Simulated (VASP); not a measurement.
# Ge (Fd-3m) in VASP: a series of runs

The runs below take Ge through single point, with PBEsol+D4, SVWN5.

All numbers are computed with VASP 6.6.1; they aren't measurements. Logs are shortened: lines on timing, memory, paths and dates and some standing lists are left out, and cuts for length are marked.

**Measured values to compare with.**

“Temperature-dependent photoluminescence in Ge: experiment and theory”, 2020, arxiv:2003.00143 reports, for a bulk crystal of Ge at 0 K: band gap 0.744 eV (indirect).

How close the calculation comes is told below.

**1. The cell of the first run**

It takes space group Fd-3m (No. 227, cubic). The conventional cell has a = 5.542 Å, b = 5.542 Å, c = 5.542 Å, α = 90.00°, β = 90.00°, γ = 90.00°. Within 3.2 Å of Ge (site symmetry -43m) lie 4 Ge at 2.40 Å.

**2. Single point, PBEsol+D4**

Input file INCAR:

```
PREC = Accurate
ENCUT = 520
EDIFF = 1E-6
ISMEAR = -1
SIGMA = 0.05
LREAL = False
LASPH = True
NELM = 60
ALGO = Normal
ISIF = 2
LWAVE = False
LCHARG = True
GGA = PS
IVDW = 13
LELF = True
LVHAR = True
NBANDS = 21
```

Input file KPOINTS:

```
regular mesh
0
Gamma
  8 8 8
```

Input file POSCAR:

```
Ge
1.0
    0.0000000000      2.7711609388      2.7711609388
    2.7711609388      0.0000000000      2.7711609388
    2.7711609388      2.7711609388      0.0000000000
Ge
2
Direct
    0.7500000000      0.7500000000      0.7500000000
    0.5000000000      0.5000000000      0.5000000000
```

Potentials or basis: VASP PAW PBE potentials, release 64 (Ge_d).

On the command line:

```
> cat potpaw_PBE.64/Ge_d/POTCAR > POTCAR
> mpirun -np 1 vasp_std > vasp.out
```

OUTCAR:

```text
PREC = Accurate
   ENCUT = 520
   EDIFF = 1E-6
   ISMEAR = -1
   LREAL = False
   LASPH = True
   NELM = 60
   ISIF = 2
   GGA = PS
   IVDW = 13

 ion  position               nearest neighbor table
   1  0.750  0.750  0.750-   2 2.40   2 2.40   2 2.40   2 2.40
   2  0.500  0.500  0.500-   1 2.40   1 2.40   1 2.40   1 2.40

  LATTYP: Found a face centered cubic cell.
 ALAT       =     5.5423218776

  Lattice vectors:

 A1 = (   0.0000000000,   2.7711609388,   2.7711609388)
 A2 = (   2.7711609388,   0.0000000000,   2.7711609388)
 A3 = (   2.7711609388,   2.7711609388,   0.0000000000)

Analysis of symmetry for initial positions (statically):
=====================================================================
 Subroutine PRICEL returns:
 Original cell was already a primitive cell.

 Routine SETGRP: Setting up the symmetry group for a
 face centered cubic supercell.

 Subroutine GETGRP returns: Found 48 space group operations
 (whereof 24 operations were pure point group operations)
 out of a pool of 48 trial point group operations.

The static configuration has the point symmetry T_d .
 The point group associated with its full space group is O_h .

Analysis of symmetry for dynamics (positions and initial velocities):
=====================================================================
 Subroutine PRICEL returns:
 Original cell was already a primitive cell.

 Routine SETGRP: Setting up the symmetry group for a
 face centered cubic supercell.

 Subroutine GETGRP returns: Found 48 space group operations
 (whereof 24 operations were pure point group operations)
 out of a pool of 48 trial point group operations.

The dynamic configuration has the point symmetry T_d .
 The point group associated with its full space group is O_h .

 Subroutine INISYM returns: Found 48 space group operations
 (whereof 24 operations are pure point group operations),
 and found     1 'primitive' translations

----------------------------------------------------------------------------------------

                                     Primitive cell

  volume of cell :      42.5613

  direct lattice vectors                    reciprocal lattice vectors
     0.000000000  2.771160939  2.771160939    -0.180429795  0.180429795  0.180429795
     2.771160939  0.000000000  2.771160939     0.180429795 -0.180429795  0.180429795
     2.771160939  2.771160939  0.000000000     0.180429795  0.180429795 -0.180429795

  length of vectors
     3.919013383  3.919013383  3.919013383     0.312513572  0.312513572  0.312513572

  position of ions in fractional coordinates (direct lattice)
     0.750000000  0.750000000  0.750000000
     0.500000000  0.500000000  0.500000000

  ion indices of the primitive-cell ions
   primitive index   ion index
                 1           1
                 2           2

----------------------------------------------------------------------------------------

 KPOINTS: regular mesh

Automatic generation of k-mesh.
 Grid dimensions read from file:
 generate k-points for:    8    8    8

 Generating k-lattice:

  Cartesian coordinates                     Fractional coordinates (reciprocal lattice)
    -0.022553724  0.022553724  0.022553724     0.125000000  0.000000000  0.000000000
     0.022553724 -0.022553724  0.022553724     0.000000000  0.125000000  0.000000000
     0.022553724  0.022553724 -0.022553724     0.000000000  0.000000000  0.125000000

  Length of vectors
     0.039064197  0.039064197  0.039064197

  Shift w.r.t. Gamma in fractional coordinates (k-lattice)
     0.000000000  0.000000000  0.000000000

 Subroutine IBZKPT returns following result:
 ===========================================

 Found     29 irreducible k-points:

 Following reciprocal coordinates:
            Coordinates               Weight
  0.000000  0.000000  0.000000      1.000000
  0.125000  0.000000  0.000000      8.000000
  0.250000  0.000000  0.000000      8.000000
  0.375000  0.000000  0.000000      8.000000
  0.500000  0.000000  0.000000      4.000000
  0.125000  0.125000  0.000000      6.000000
[... 16 lines left out ...]
  0.500000  0.250000  0.125000     48.000000
 -0.375000  0.250000  0.125000     24.000000
 [... further k-points ...]
   k-points           NKPTS =     29   k-points in BZ     NKDIM =     29   number of bands    NBANDS=     21
   number of dos      NEDOS =    301   number of ions     NIONS =      2
   total plane-waves  NPLWV =  27000
   dimension x,y,z NGX =    30 NGY =   30 NGZ =   30
   dimension x,y,z NGXF=    60 NGYF=   60 NGZF=   60
   ions per type =               2
   NGX,Y,Z   is equivalent  to a cutoff of  12.73, 12.73, 12.73 a.u.
   NGXF,Y,Z  is equivalent  to a cutoff of  25.45, 25.45, 25.45 a.u.
 SYSTEM =  unknown system
   PREC   = accura    normal or accurate (medium, high low for compatibility)
   ISTART =      0    job   : 0-new  1-cont  2-samecut
   ICHARG =      2    charge: 1-file 2-atom 10-const
   ISPIN  =      1    spin polarized calculation?
   LNONCOLLINEAR =      F non collinear calculations
   LSORBIT =      F    spin-orbit coupling
   LASPH  =      T    aspherical Exc in radial PAW
   ENCUT  =  520.0 eV  38.22 Ry    6.18 a.u.   7.29  7.29  7.29*2*pi/ulx,y,z
   NELM   =     60;   NELMIN=  2; NELMDL= -5     # of ELM steps
   EDIFF  = 0.1E-05   stopping-criterion for ELM
   LREAL  =      F    real-space projection
   EDIFFG = 0.1E-04   stopping-criterion for IOM
   NSW    =      0    number of steps for IOM
   IBRION =     -1    ionic relax: 0-MD 1-quasi-New 2-CG
   NFREE  =      0    steps in history (QN), initial steepest desc. (CG)
   ISIF   =      2    stress and relaxation
   ISYM   =      2    0-nonsym 1-usesym 2-fastsym
   POTIM  = 0.5000    time-step for ionic-motion
   TEBEG  =    0.0;   TEEND  =   0.0 temperature during run
   PSTRESS=    0.0 pullay stress
   NELECT =      28.0000    total number of electrons
   NUPDOWN=      -1.0000    fix difference up-down
   EMIN   =  10.00;   EMAX   =-10.00  energy-range for DOS
   EFERMI =   0.00;   METHOD = LEGACY
   ISMEAR =    -1;   SIGMA  =   0.05  broadening in eV -4-tet -1-fermi 0-gaus
   EFERMI_NEDOS =   21; number of points for ismear=-14 and -15
   IALGO  =     38    algorithm
   IMIX   =      4    mixing-type and parameters
     AMIX     =   0.40;   BMIX     =  1.00
     AMIX_MAG =   1.60;   BMIX_MAG =  1.00
  volume/ion in A,a.u.               =      21.28       143.61
  Fermi-wavevector in a.u.,A,eV,Ry     =   1.423822  2.690634 27.582678  2.027270
  Thomas-Fermi vector in A             =   2.544379
   LORBIT       =      0    0 simple, 1 ext, 2 COOP (PROOUT), +10 PAW based schemes
   GGA     = PS    functional components
   LHFCALC =     F    Hartree Fock is set to
   AEXX    =    0.0000 exact exchange contribution
   IVDW    =    13    specifies the selected vdW correction
   LEPSILON=     F    determine dielectric tensor
   LRPA    =     F    only Hartree local field effects (RPA)
 non-spin polarized calculation
  energy-cutoff  :      520.00
  volume of cell :       42.56
 maximum number of plane-waves:      1162
 NGX is ok and might be reduce to    30
   NGX = 15   NGY = 15   NGZ = 15

 number of electron      27.9999991 magnetization

 Free energy of the ion-electron system (eV)
  ---------------------------------------------------
  ext. energy  EPLUGINS =         0.00000000
  ---------------------------------------------------
  free energy    TOTEN  =        -9.81300152 eV

  energy without entropy =       -9.81271146  energy(sigma->0) =       -9.81285649

 E-fermi :   5.6295     XC(G=0): -10.4244

 val. band max:        5.4865747715   @ k =   0.0000   0.0000   0.0000
 cond. band min:       5.8050740939   @ k =   0.5000   0.0000   0.0000
 fundamental gap:      0.3184993224
 Fermi energy:         5.6295283401

 k-point     1 :       0.0000    0.0000    0.0000
  band No.  band energies     occupation
      1     -19.3748      2.00000
      2     -19.3748      2.00000
      3     -19.3748      2.00000
      4     -19.3332      2.00000
      5     -19.3332      2.00000
      6     -19.0849      2.00000
[... 13 lines left out ...]
     20      15.1368      0.00000
     21      15.1368      0.00000

 k-point     2 :       0.1250    0.0000    0.0000
  band No.  band energies     occupation
      1     -19.3846      2.00000
      2     -19.3846      2.00000
      3     -19.3720      2.00000
      4     -19.3195      2.00000
      5     -19.3195      2.00000
      6     -19.0975      2.00000
[... 13 lines left out ...]
     20      14.1206      0.00000
     21      14.1206      0.00000

 k-point     3 :       0.2500    0.0000    0.0000
  band No.  band energies     occupation
      1     -19.3964      2.00000
      2     -19.3964      2.00000
      3     -19.3649      2.00000
      4     -19.2990      2.00000
      5     -19.2990      2.00000
      6     -19.1130      2.00000
[... 13 lines left out ...]
     20      13.8670      0.00000
     21      13.8670      0.00000

 k-point     4 :       0.3750    0.0000    0.0000
  band No.  band energies     occupation
      1     -19.4020      2.00000
      2     -19.4020      2.00000
      3     -19.3577      2.00000
      4     -19.2870      2.00000
      5     -19.2870      2.00000
      6     -19.1207      2.00000
[... 13 lines left out ...]
     20      15.1486      0.00000
     21      15.1486      0.00000

 k-point     5 :       0.5000    0.0000    0.0000
  band No.  band energies     occupation
      1     -19.4033      2.00000
      2     -19.4033      2.00000
      3     -19.3547      2.00000
      4     -19.2838      2.00000
      5     -19.2838      2.00000
      6     -19.1222      2.00000
[... 13 lines left out ...]
     20      16.9823      0.00000
     21      16.9824      0.00000
[... 382 lines left out ...]
     20      17.6398      0.00000
     21      18.6282      0.00000

 k-point    22 :       0.3750    0.2500    0.1250
  band No.  band energies     occupation
      1     -19.4089      2.00000
      2     -19.4053      2.00000
      3     -19.3558      2.00000
      4     -19.2900      2.00000
      5     -19.2557      2.00000
      6     -19.1749      2.00000
[... 13 lines left out ...]
     20      15.8038      0.00000
     21      16.1551      0.00000

 k-point    23 :       0.5000    0.2500    0.1250
  band No.  band energies     occupation
      1     -19.4225      2.00000
      2     -19.4131      2.00000
      3     -19.3303      2.00000
      4     -19.2724      2.00000
      5     -19.2407      2.00000
      6     -19.1847      2.00000
[... 13 lines left out ...]
     20      15.3718      0.00000
     21      17.2200      0.00000

 k-point    24 :      -0.3750    0.2500    0.1250
  band No.  band energies     occupation
      1     -19.4286      2.00000
      2     -19.4147      2.00000
      3     -19.3188      2.00000
      4     -19.2595      2.00000
      5     -19.2426      2.00000
      6     -19.1785      2.00000
[... 13 lines left out ...]
     20      16.5255      0.00000
     21      17.2689      0.00000

 [... further k-points ...]

------------------------ aborting loop because EDIFF is reached ----------------------------------------

  DFT-D4 for vdW energy calculation

  Edisp (eV):   -0.39534

  FORCE on cell =-STRESS in cart. coord.  units (eV):
  Direction    XX          YY          ZZ          XY          YZ          ZX
  --------------------------------------------------------------------------------------
  -------------------------------------------------------------------------------------
  Total       1.09037     1.09037     1.09037    -0.00000     0.00000    -0.00000
  in kB      41.04574    41.04574    41.04574    -0.00000     0.00000    -0.00000
  external pressure =       41.05 kB  Pullay stress =        0.00 kB

 VOLUME and BASIS-vectors are now :
 -----------------------------------------------------------------------------
  energy-cutoff  :      520.00
  volume of cell :       42.56
      direct lattice vectors                 reciprocal lattice vectors
     0.000000000  2.771160939  2.771160939    -0.180429795  0.180429795  0.180429795
     2.771160939  0.000000000  2.771160939     0.180429795 -0.180429795  0.180429795
     2.771160939  2.771160939  0.000000000     0.180429795  0.180429795 -0.180429795

 POSITION                                       TOTAL-FORCE (eV/Angst)
 -----------------------------------------------------------------------------------
      4.15674      4.15674      4.15674         0.000000      0.000000      0.000000
      2.77116      2.77116      2.77116        -0.000000     -0.000000     -0.000000
 -----------------------------------------------------------------------------------
    total drift:                                0.000000     -0.000000     -0.000000

  FREE ENERGIE OF THE ION-ELECTRON SYSTEM (eV)
  ---------------------------------------------------
  free  energy   TOTEN  =       -10.2083452352 eV

  energy  without entropy=      -10.2080551691  energy(sigma->0) =      -10.20820020
```

Run time: 21 s. Hardware: 1 thread of AMD EPYC 7R13 (Zen 3), shared host; peak memory 0.14 GiB.

Results:

| Property | Result |
| --- | --- |
| Free energy | -10.2083 eV |
| Pressure | 4.1 GPa |
| Band gap on the k mesh | 0.32 eV, indirect (least direct gap 0.57 eV) |
| Dispersion energy per atom | -0.198 eV |

Caveat: the PAW data sets were made with another functional, which shifts forces and pressure a little. A k mesh can miss the band edges.

**3. Single point, SVWN5**

Input file INCAR:

```
PREC = Accurate
ENCUT = 520
EDIFF = 1E-7
ISMEAR = -1
SIGMA = 0.05
LREAL = F
LASPH = T
NELM = 100
ALGO = Normal
ISIF = 2
LWAVE = F
LCHARG = F
GGA = VW
NBANDS = 21
```

Input file KPOINTS:

```
Automatic mesh
0
Gamma
  8 8 8
```

POSCAR is that of step 2.

Potentials or basis: VASP PAW PBE potentials, release 64 (Ge_d).

On the command line:

```
> cat potpaw_PBE.64/Ge_d/POTCAR > POTCAR
> mpirun -np 1 vasp_std > vasp.out
```

Run time: 17 s. Hardware: 1 thread of AMD EPYC 7R13 (Zen 3), shared host; peak memory 0.12 GiB.

The run converged. Its results:

| Property | Result |
| --- | --- |
| Free energy | -10.2442 eV |
| Pressure | 3.4 GPa |
| Band gap on the k mesh | 0.24 eV, indirect (least direct gap 0.38 eV) |

Levels at points of the mesh, in eV from the valence-band top:
```tsv
k point	band 11	band 12	band 13	band 14	band 15	band 16	band 17	band 18
(0.00, 0.00, 0.00)	-13.31	0.00	0.00	0.00	0.38	2.55	2.55	2.55
(0.50, 0.00, 0.00)	-11.07	-7.95	-1.51	-1.51	0.24	3.76	3.76	7.00
(0.50, 0.50, 0.00)	-9.19	-9.19	-3.30	-3.30	0.59	0.59	9.92	9.92
```

Caveat: the PAW data sets were made with another functional, which shifts forces and pressure a little.

**4. Single point, PBEsol+D4**

This run uses another cell than the first one, of 21.73 Å³/atom, 1.021 times its volume.

Input file INCAR:

```
PREC = Accurate ; ENCUT = 520
EDIFF = 1E-7 ; ISMEAR = -1
SIGMA = 0.05 ; LREAL = False
LASPH = True ; NELM = 60
ALGO = Normal ; ISIF = 2
LWAVE = False ; LCHARG = False
GGA = PS ; IVDW = 13
NBANDS = 21
```

Input file KPOINTS:

```
regular mesh
0
Gamma
  8 8 8
```

Input file POSCAR:

```
Ge
1.0
    0.0000000000      2.7906767997      2.7906767997
    2.7906767997      0.0000000000      2.7906767997
    2.7906767997      2.7906767997      0.0000000000
Ge
2
Direct
    0.7500000000      0.7500000000      0.7500000000
    0.5000000000      0.5000000000      0.5000000000
```

On the command line:

```
> cat potpaw_PBE.64/Ge_d/POTCAR > POTCAR
> mpirun -np 1 vasp_std > vasp.out
```

Wall time 21 s (1 thread of AMD EPYC 7R13 (Zen 3), shared host); peak memory 0.14 GiB.

It converged, with:

```
Free energy                : -10.2269 eV
Pressure                   : 2.3 GPa
Band gap on the k mesh     : 0.25 eV, indirect (least direct gap 0.37 eV)
Dispersion energy per atom : -0.194 eV
```

Levels at points of the mesh, in eV from the valence-band top:
| k point | band 12 | band 13 | band 14 | band 15 | band 16 | band 17 |
| --- | --- | --- | --- | --- | --- | --- |
| (0.00, 0.00, 0.00) | 0.00 | 0.00 | 0.00 | 0.37 | 2.55 | 2.55 |
| (0.50, 0.00, 0.00) | -7.83 | -1.47 | -1.47 | 0.25 | 3.73 | 3.73 |
| (0.50, 0.50, 0.00) | -9.06 | -3.23 | -3.23 | 0.61 | 0.61 | 9.83 |

Caveat: the PAW data sets were made with another functional, which shifts forces and pressure a little.

**5. Single point, PBEsol+D4**

This run uses another cell than the first one, of 22.19 Å³/atom, 1.043 times its volume.

Input file INCAR:

```
SYSTEM = Ge
  ALGO = Normal
  EDIFF = 1E-6
  ENCUT = 520
  GGA = PS
  ISIF = 2
  ISMEAR = -1
  IVDW = 13
  LASPH = .TRUE.
  LCHARG = .TRUE.
  LELF = .TRUE.
  LREAL = .FALSE.
  LVHAR = .TRUE.
  LWAVE = .FALSE.
  NBANDS = 21
  NELM = 60
  PREC = Accurate
  SIGMA = 0.05
```

Input file KPOINTS:

```
k-points
0
G
  8 8 8
  0 0 0
```

Input file POSCAR:

```
Ge
1.0
    0.0000000000      2.8099234548      2.8099234548
    2.8099234548      0.0000000000      2.8099234548
    2.8099234548      2.8099234548      0.0000000000
Ge
2
Direct
    0.7500000000      0.7500000000      0.7500000000
    0.5000000000      0.5000000000      0.5000000000
```

On the command line:

```
> cat potpaw_PBE.64/Ge_d/POTCAR > POTCAR
> mpirun -np 1 vasp_std > vasp.out
```

Run time: 22 s. Hardware: 1 thread of AMD EPYC 7R13 (Zen 3), shared host; peak memory 0.14 GiB.

The run converged. Its results:

```yaml
Free_energy: -10.2358 eV
Pressure: 0.7 GPa
Band_gap_on_the_k_mesh: 0.18 eV, direct
Dispersion_energy_per_atom: -0.190 eV
```

Levels at points of the mesh, in eV from the valence-band top:
| k point | band 11 | band 12 | band 13 | band 14 | band 15 | band 16 | band 17 | band 18 |
| --- | --- | --- | --- | --- | --- | --- | --- | --- |
| (0.00, 0.00, 0.00) | -12.95 | 0.00 | 0.00 | 0.00 | 0.18 | 2.54 | 2.54 | 2.54 |
| (0.50, 0.00, 0.00) | -10.80 | -7.72 | -1.44 | -1.44 | 0.18 | 3.72 | 3.72 | 6.97 |
| (0.50, 0.50, 0.00) | -8.98 | -8.98 | -3.16 | -3.16 | 0.64 | 0.64 | 9.66 | 9.66 |

Caveat: the PAW data sets were made with another functional, which shifts forces and pressure a little.

**6. Overview**

| level | cell | gap on the mesh (eV) | pressure (GPa) |
| --- | --- | --- | --- |
| PBEsol+D4 | a = 3.919 Å, angles 60.0°, 2 atoms | 0.32 | 4.1 |
| SVWN5 | a = 3.919 Å, angles 60.0°, 2 atoms | 0.24 | 3.4 |
| PBEsol+D4 | a = 3.947 Å, angles 60.0°, 2 atoms | 0.25 | 2.3 |
| PBEsol+D4 | a = 3.974 Å, angles 60.0°, 2 atoms | 0.18 | 0.7 |

Alike in all rows: task single point; potentials or basis VASP PAW PBE potentials, release 64 (Ge_d); no spin polarisation; k mesh 8 × 8 × 8; cutoff (eV) 520; smearing fermi-dirac 0.05 eV.

Caveats: the PAW data sets were made with another functional, which shifts forces and pressure a little.

Total energies depend on the potentials used, so only differences within one code and one set of settings carry meaning.

**7. Against experiment**

Step 4. A measured gap of Ge is 0.744 eV (indirect; 0 K; “Temperature-dependent photoluminescence in Ge: experiment and theory”, 2020, arxiv:2003.00143); the calculated 0.25 eV misses it by -0.49 eV. 2 values of this kind are on record (0.666 to 0.744 eV); this one was drawn at random. Spin-orbit coupling on Ge is left out. The value is that of PBEsol+D4 on a finite k mesh, which can miss the band edges, without temperature or zero-point motion. Semilocal functionals fall short of measured gaps as a rule.

Step 5. A measured gap of Ge is 0.744 eV (indirect; 0 K; “Temperature-dependent photoluminescence in Ge: experiment and theory”, 2020, arxiv:2003.00143); the calculated 0.18 eV misses it by -0.57 eV. 3 values of this kind are on record (0.666 to 0.807 eV); this one was drawn at random among those near their median. Spin-orbit coupling on Ge is left out. The value is that of PBEsol+D4 on a finite k mesh, which can miss the band edges, without temperature or zero-point motion. Semilocal functionals fall short of measured gaps as a rule.
